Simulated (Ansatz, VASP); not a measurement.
Sc5Mo in VASP and in Ansatz

```xyz
6
Lattice="5.6078 0.0000 0.0000 -2.8039 4.8565 0.0000 0.0000 0.0000 4.3558" Properties=species:S:1:pos:R:3 pbc="T T T"
Sc    0.0000    3.2377    0.0000
Sc    2.8039    1.6188    0.0000
Sc    2.8039    0.0000    2.1779
Sc    1.4020    2.4283    2.1779
Sc   -1.4020    2.4283    2.1779
Mo    0.0000    0.0000    0.0000
```

Change from the starting cell: species swapped into the ErZn5 type (P6/mmm, No. 191).

Alike in both runs: task relaxation of cell and atoms; functional PBE; k mesh 6 × 6 × 4; occupations gaussian, width 0.1 eV; no spin polarisation.

|  | VASP | Ansatz |
| --- | --- | --- |
| version | VASP 6.6.1 | Ansatz 0.2.0 |
| potentials or method | VASP PAW PBE potentials, release 64 (Sc_sv, Mo_sv), cutoff 600 eV | scalar-relativistic, plane waves, PAW |
| valence electrons in the cell | 69 | 69 |

```csv
,VASP,Ansatz,Ansatz less VASP
"gap on the k mesh at the Fermi level, each at its own relaxed structure (eV)",none,none,-
relaxed volume (Å³/atom),23.30,23.31,+0.009
relaxed cell length with the largest relative difference (Å),5.389,5.380,-0.0091
```

A gap of «none» marks a metal or a gap that the smearing closes.

The k mesh is coarse, so the values compare programs but aren't converged. Noted on VASP's run: the volume moved by over 15 % at a fixed basis, so the end points are rough.
